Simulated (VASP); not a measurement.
# AlN: single point with r2SCAN

Crystal: AlN.

```
Al N
1.0
     3.11100    0.00000    0.00000
    -1.55550    2.69421    0.00000
     0.00000    0.00000    4.97800
Al N
2 2
Direct
  0.33333 0.66667 0.01043
  0.66667 0.33333 0.51043
  0.33333 0.66667 0.36491
  0.66667 0.33333 0.86491
```

This cell differs from its parent crystal: mode 7 (591.5 1/cm) frozen in, largest displacement -0.100 Å.

```json
{"Program": "VASP 6.6.1", "Task": "single point", "Functional": "r2SCAN", "Potentials or basis": "VASP PAW PBE potentials, release 64 (Al, N)", "Cutoff": "520 eV", "k mesh": "12 × 12 × 6", "Occupations": "gaussian, width 0.05 eV", "Spin": "no spin polarisation", "Dipole correction": "no", "Further INCAR settings": "ALGO = Normal; EDIFF = 1e-06; NBANDS = 16"}
```

```yaml
Pressure: 2.2 GPa
Largest_force: 2.587 eV/Å
Band_gap_on_the_k_mesh: 4.88 eV, direct
```

Forces on the atoms (eV/Å):
```
Al   0.000  0.000 -2.587
Al   0.000  0.000 -2.587
N    0.000  0.000  2.587
N    0.000  0.000  2.587
```

Stress tensor (GPa, compression positive):
```
-6.23  0.00  0.00
 0.00 -6.23  0.00
 0.00  0.00 19.10
```

Levels at points of the mesh, in eV from the valence-band top:
| k point | band 6 | band 7 | band 8 | band 9 | band 10 | band 11 |
| --- | --- | --- | --- | --- | --- | --- |
| (0.00, 0.00, 0.00) | -0.40 | 0.00 | 0.00 | 4.88 | 7.44 | 11.23 |
| (0.50, 0.00, 0.00) | -1.99 | -1.96 | -0.51 | 6.26 | 6.50 | 9.07 |
| (0.00, 0.00, 0.50) | -0.34 | -0.34 | -0.34 | 7.05 | 7.05 | 11.29 |
| (0.50, 0.00, 0.50) | -1.54 | -1.31 | -1.31 | 5.93 | 5.93 | 10.36 |

Wall time 2.4 min on 1 thread of Intel Xeon 6975P-C (shared host), peak memory 0.19 GiB.

Caveat: the cell differs from its parent crystal (mode 7 (591.5 1/cm) frozen in, largest displacement -0.100 Å); the PAW data sets were made with another functional, which shifts forces and pressure a little. A k mesh can miss the band edges.
